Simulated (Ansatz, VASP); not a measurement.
## LiH in VASP and in Ansatz

File INCAR:

```
  PREC = Accurate
  ENCUT = 520
  EDIFF = 1E-6
  ISMEAR = 0
  SIGMA = 0.01
  LREAL = F
  LASPH = T
  NELM = 60
  ALGO = Normal
  ISIF = 2
  LWAVE = F
  LCHARG = F
  GGA = PE
  NBANDS = 12
```

File KPOINTS:

```
Automatic mesh
0
Gamma
  9 9 6
```

Contents of POSCAR:

```
LiH
1.0
    3.2531951097      0.0000000000      0.0000000000
   -1.6265975549      2.8173496084      0.0000000000
    0.0000000000      0.0000000000      4.0724213569
Li H
2 2
Direct
    0.3333333333      0.6666666667      0.2500000000
    0.6666666667      0.3333333333      0.7500000000
    0.6666666667      0.3333333333      0.2500000000
    0.3333333333      0.6666666667      0.7500000000
```

Input for Ansatz:

```yaml
crystal:
  lattice:
    - [3.2531951097, 0.0, 0.0]
    - [-1.6265975549, 2.8173496084, 0.0]
    - [0.0, 0.0, 4.0724213569]
  atoms:
    - { symbol: Li, position: [0.3333333333, 0.6666666667, 0.25] }
    - { symbol: Li, position: [0.6666666667, 0.3333333333, 0.75] }
    - { symbol: H, position: [0.6666666667, 0.3333333333, 0.25] }
    - { symbol: H, position: [0.3333333333, 0.6666666667, 0.75] }
kpoints:
  mp_grid: { grid: [9, 9, 6] }
hamiltonian:
  xc: pbe
scf:
  occupations: { method: fixed }
  n_extra_bands: 5
output:
  forces: true
  stress: true
  eigenvalues: true
```

Alike in both runs: task single point; functional PBE; k mesh 9 × 9 × 6; no spin polarisation.

|  | VASP | Ansatz |
| --- | --- | --- |
| version | VASP 6.6.1 | Ansatz 0.2.0 |
| potentials or method | VASP PAW PBE potentials, release 64 (Li_sv, H) | plane waves, PAW |
| plane-wave cutoff (eV) | 520 | 420 |
| occupations | gaussian, width 0.01 eV | fixed |
| valence electrons in the cell | 8 | 8 |

Ansatz gave:

* gap on the k mesh at the Fermi level (eV): 1.85

**Question.** Estimate VASP's values.

**Answer.** gap on the k mesh at the Fermi level (eV): 1.84.

Noted on VASP's run: the cutoff is under 1.25 times that of the potentials, so the pressure is a little rough.
